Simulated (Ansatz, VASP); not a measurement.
## RbBi in VASP and in Ansatz

File INCAR:

```
ALGO = Normal
EDIFF = 1E-7
ENCUT = 520
GGA = CA
ISIF = 2
ISMEAR = 1
LASPH = True
LCHARG = False
LREAL = False
LWAVE = False
NBANDS = 19
NELM = 60
PREC = Accurate
SIGMA = 0.1
```

Contents of KPOINTS:

```
k-points
0
Gamma
  3 3 4
```

The input POSCAR:

```
RbBi
1.0
    4.6852660000      0.0000000000      0.0000000000
    0.0000000000      4.6852660000      0.0000000000
    0.0000000000      0.0000000000      3.8588810000
Rb Bi
1 1
Direct
    0.5000000000      0.5000000000      0.5000000000
    0.0000000000      0.0000000000      0.0000000000
```

Input for Ansatz:

```yaml
crystal:
  lattice:
    - [4.685266, 0.0, 0.0]
    - [0.0, 4.685266, 0.0]
    - [0.0, 0.0, 3.858881]
  atoms:
    - { symbol: Rb, position: [0.5, 0.5, 0.5] }
    - { symbol: Bi, position: [0.0, 0.0, 0.0] }
kpoints:
  mp_grid:
    grid: [3, 3, 4]
hamiltonian:
  xc: lda
  pseudopotentials:
    kind: paw
scf:
  algorithm: direct_min
  occupations:
    method: methfessel_paxton
output:
  forces: true
  stress: true
  eigenvalues: true
```

Alike in both runs: task single point; functional LDA; k mesh 3 × 3 × 4; no spin polarisation.

|  | VASP | Ansatz |
| --- | --- | --- |
| version | VASP 6.6.1 | Ansatz 0.2.0 |
| potentials or method | VASP PAW LDA potentials, release 64 (Rb_sv, Bi_d) | plane waves, PAW |
| plane-wave cutoff (eV) | 520 | 420 |
| occupations | methfessel-paxton of order 1, width 0.1 eV | methfessel-paxton of order 1 |
| valence electrons in the cell | 24 | 24 |

VASP gave:

* gap on the k mesh at the Fermi level (eV): none
* pressure (GPa): -2.4
* traceless stress, the component that is largest in VASP (GPa): 2.93

**Question.** What did Ansatz give for the same quantities?

**Answer.** gap on the k mesh at the Fermi level (eV): none; pressure (GPa): -2.4; traceless stress, the component that is largest in VASP (GPa): 2.91.

LDA's correlation is that of Perdew and Zunger in VASP and of Perdew and Wang (1992) in Ansatz. A gap of «none» marks a metal or a gap that the smearing closes.

The k mesh is coarse, so the values compare programs but aren't converged. Neither program's run includes spin-orbit coupling.
